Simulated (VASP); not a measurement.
Write the native input for VASP 6.6.1 that does the following.

* Task: single point
* Functional: PBEsol
* Potentials or basis: VASP PAW PBE potentials, release 64 (Bi_d)
* Cutoff: 520 eV
* k mesh: 14 × 14 × 14
* Occupations: gaussian, width 0.1 eV
* Spin: no spin polarisation
* Dipole correction: no
* Further INCAR settings: ALGO = Normal; EDIFF = 1e-06; NBANDS = 14

The structure of Bi lies in POSCAR:

```
Bi
1.0
    3.1300310896      0.0000000000      0.0000000000
    0.0000000000      3.1300310896      0.0000000000
    0.0000000000      0.0000000000      3.1300310896
Bi
1
Direct
    0.5000000000      0.5000000000      0.5000000000
```

This cell differs from its parent crystal: As replaced by Bi, lengths x 1.146, strained.

The input as run:

INCAR

```
SYSTEM = Bi
ALGO     = Normal         ! electronic algorithm
EDIFF    = 1E-6           ! SCF threshold, eV
ENCUT    = 520            ! plane-wave cutoff, eV
GGA      = PS             ! functional
ISIF     = 2              ! what is computed and relaxed
ISMEAR   = 0              ! smearing method
LASPH    = .True.         ! aspherical terms in the spheres
LCHARG   = .False.        ! write CHGCAR
LREAL    = .False.        ! projectors in reciprocal space
LWAVE    = .False.        ! write WAVECAR
NBANDS   = 14             ! bands
NELM     = 100            ! most SCF steps
PREC     = Accurate       ! precision mode
SIGMA    = 0.1            ! smearing width, eV
```

KPOINTS

```
k-points
0
Gamma
  14 14 14
  0 0 0
```

Potentials or basis: VASP PAW PBE potentials, release 64 (Bi_d).

The run is started by

```bash
$ cat potpaw_PBE.64/Bi_d/POTCAR > POTCAR
$ mpirun -np 1 vasp_std > vasp.out
```

Results of the run:

* Pressure: 5.6 GPa

Caveat: the cell differs from its parent crystal (As replaced by Bi, lengths x 1.146, strained); the PAW data sets were made with another functional, which shifts forces and pressure a little.

Run time: 14 s on 1 thread of AMD EPYC 9R45 (Zen 5), on a shared host, peak memory 0.14 GiB.
